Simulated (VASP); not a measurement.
Wanted: the native input for a VASP 6.6.1 run.

* Task: relaxation of cell and atoms
* Functional: PBE
* Potentials or basis: VASP PAW PBE potentials, release 64 (Be, Si)
* Cutoff: 600 eV
* k mesh: 12 × 12 × 12
* Occupations: gaussian, width 0.1 eV
* Spin: no spin polarisation
* Dipole correction: no
* Further INCAR settings: ALGO = Normal; EDIFF = 1e-06; IBRION = 2; EDIFFG = -0.01; NSW = 100; ISIF = 3

The structure of BeSi3 lies in POSCAR:

```
BeSi3
1.0
    3.7101269569      0.0000000000      0.0000000000
    0.0000000000      3.7101269569      0.0000000000
    0.0000000000      0.0000000000      3.7101269569
Be Si
1 3
Direct
    0.0000000000      0.0000000000      0.0000000000
    0.0000000000      0.5000000000      0.5000000000
    0.5000000000      0.0000000000      0.5000000000
    0.5000000000      0.5000000000      0.0000000000
```

One way to write it, as run:

INCAR

```
  PREC = Accurate
  ENCUT = 600
  EDIFF = 1E-6
  ISMEAR = 0
  SIGMA = 0.1
  LREAL = False
  LASPH = True
  NELM = 60
  ALGO = Normal
  ISIF = 3
  LWAVE = False
  LCHARG = False
  GGA = PE
  IBRION = 2
  NSW = 100
  EDIFFG = -0.01
```

KPOINTS

```
Automatic mesh
0
Gamma
  12 12 12
```

Potentials or basis: VASP PAW PBE potentials, release 64 (Be, Si).

Command:

```bash
$ cat potpaw_PBE.64/Be/POTCAR potpaw_PBE.64/Si/POTCAR > POTCAR
$ mpirun -np 1 vasp_std > vasp.out
```

It gave:

```json
{
 "Relaxed volume": "12.79 Å³/atom",
 "Relaxed cell": "a = 3.712 Å, b = 3.712 Å, c = 3.712 Å, α = 90.00°, β = 90.00°, γ = 90.00°",
 "Space group after relaxing (to 0.05 Å)": "Pm-3m (No. 221)",
 "Energy gained by relaxing": "0.0 meV/atom",
 "Ionic steps": "2",
 "Pressure after relaxing": "0.0 GPa",
 "Band gap on the k mesh": "zero (band 7 reaches 11.34 eV, above the bottom of band 8 at 6.70 eV)"
}
```

It took 54 s on 1 thread of Intel Xeon 8259CL, with other jobs on the host, peak memory 0.2 GiB.
